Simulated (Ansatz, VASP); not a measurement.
Al4NiPd3 in VASP and in Ansatz

The input POSCAR:

```
Al4NiPd3
1.0
   -3.0373203000      3.0373203000      3.0373203000
    3.0373203000     -3.0373203000      3.0373203000
    3.0373203000      3.0373203000     -3.0373203000
Al Ni Pd
4 1 3
Direct
    0.5000000000      0.5000000000      0.5000000000
    0.0000000000      0.5000000000      0.0000000000
    0.5000000000      0.0000000000      0.0000000000
    0.0000000000      0.0000000000      0.5000000000
    0.0000000000      0.0000000000      0.0000000000
    0.5000000000      0.0000000000      0.5000000000
    0.0000000000      0.5000000000      0.5000000000
    0.5000000000      0.5000000000      0.0000000000
```

File INCAR.step1:

```
SYSTEM = Al4NiPd3
PREC = Accurate ; ENCUT = 520
ISMEAR = 0 ; SIGMA = 0.1
LREAL = .FALSE. ; LASPH = .TRUE.
NELM = 80 ; NBANDS = 36
GGA = PE ; ALGO = Normal
EDIFF = 1E-4 ; LWAVE = .TRUE.
LCHARG = .FALSE.
```

The input INCAR.step2:

```
SYSTEM = Al4NiPd3
PREC = Accurate ; ENCUT = 520
EDIFF = 1E-6 ; ISMEAR = 0
SIGMA = 0.1 ; LREAL = .FALSE.
LASPH = .TRUE. ; NELM = 80
ALGO = Normal ; ISIF = 2
LWAVE = .FALSE. ; LCHARG = .FALSE.
METAGGA = R2SCAN ; LMIXTAU = .TRUE.
NBANDS = 36 ; ISTART = 1
```

File KPOINTS:

```
regular mesh
0
G
  10 10 10
  0 0 0
```

Input for Ansatz:

```yaml
crystal:
  lattice:
    - [-3.0373203, 3.0373203, 3.0373203]
    - [3.0373203, -3.0373203, 3.0373203]
    - [3.0373203, 3.0373203, -3.0373203]
  atoms:
    - { symbol: Al, position: [0.5, 0.5, 0.5] }
    - { symbol: Al, position: [0.0, 0.5, 0.0] }
    - { symbol: Al, position: [0.5, 0.0, 0.0] }
    - { symbol: Al, position: [0.0, 0.0, 0.5] }
    - { symbol: Ni, position: [0.0, 0.0, 0.0] }
    - { symbol: Pd, position: [0.5, 0.0, 0.5] }
    - { symbol: Pd, position: [0.0, 0.5, 0.5] }
    - { symbol: Pd, position: [0.5, 0.5, 0.0] }
basis:
  ecutwfc: 500
kpoints:
  mp_grid: { grid: [10, 10, 10] }
  band_path:
    path:
      - [[0.0, 0.0, 0.0], [0.5, -0.5, 0.5], [0.0, 0.0, 0.5], [0.0, 0.0, 0.0], [0.25, 0.25, 0.25], [0.5, -0.5, 0.5]]
      - [[0.25, 0.25, 0.25], [0.0, 0.0, 0.5]]
    npoints: 14
hamiltonian:
  xc: r2scan
scf:
  occupations: { method: gaussian, width: 0.1 }
  n_extra_bands: 20
output:
  forces: true
  stress: true
  eigenvalues: true
  populations: true
  dos: { projected: true, de: 0.02, nscf_kmesh: { grid: [12, 12, 12] } }
  bader: true
  write_density: true
  write_potential: true
  elf: true
  volumetric_format: npy
```

Alike in both runs: task single point; functional r2SCAN; k mesh 10 × 10 × 10; occupations gaussian, width 0.1 eV; no spin polarisation.

```csv
,VASP,Ansatz
version,VASP 6.6.1,Ansatz 0.2.0
potentials or method,"VASP PAW PBE potentials, release 64 (Al, Ni, Pd), cutoff 520 eV","scalar-relativistic, plane waves, PAW"
valence electrons in the cell,52,84
```

```tsv
	VASP	Ansatz	Ansatz less VASP
gap on the k mesh at the Fermi level (eV)	none	none	-
pressure (GPa)	-4.1	-4.1	+0.01
```

VASP's potentials were made for PBE, not for r2SCAN. A gap of «none» marks a metal or a gap that the smearing closes. The functional is the same, so the differences come from potentials, cutoffs and numerics. VASP's potentials hold 52 valence electrons a cell and Ansatz's 84, so a difference there can come from the potentials and not from the codes.
